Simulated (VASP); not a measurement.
Runs of VASP 6.6.1 on SrVO3. The structure is cubic, space group Pm-3m (No. 221). The conventional cell has a = 3.842 Å, b = 3.842 Å, c = 3.842 Å, α = 90.00°, β = 90.00°, γ = 90.00°. Sr (site symmetry m-3m) has 12 O at 2.72 Å and 8 V at 3.33 Å within 3.6 Å. V (site symmetry m-3m) has 6 O at 1.92 Å within 2.5 Å. O (site symmetry 4/mmm) has 2 V at 1.92 Å within 2.5 Å. 

```tsv
spin	fixed moment (μB)	pressure (GPa)	moment (μB)
collinear, ferromagnetic start	0.47	9.4	0.47
collinear, ferromagnetic start	-	(a)	1.00
collinear, ferromagnetic start	0.95	(b)	0.95
collinear, zero start	0.0	8.9	0.00
collinear, ferromagnetic start	1.42	14.2	1.42
```

Alike in all rows: task single point; level PBE+U; potentials or basis VASP PAW PBE potentials, release 64 (Sr_sv, V_sv, O); V d U = 6.2 eV; cell as given; k mesh 5 × 5 × 5; cutoff (eV) 520; smearing fermi-dirac 0.1 eV.

**Question.** Estimate the missing entries.

**Answer.** (a) 11.4; (b) 11.1.

Caveats: the total moment is fixed, so each spin has its own Fermi level (some runs).
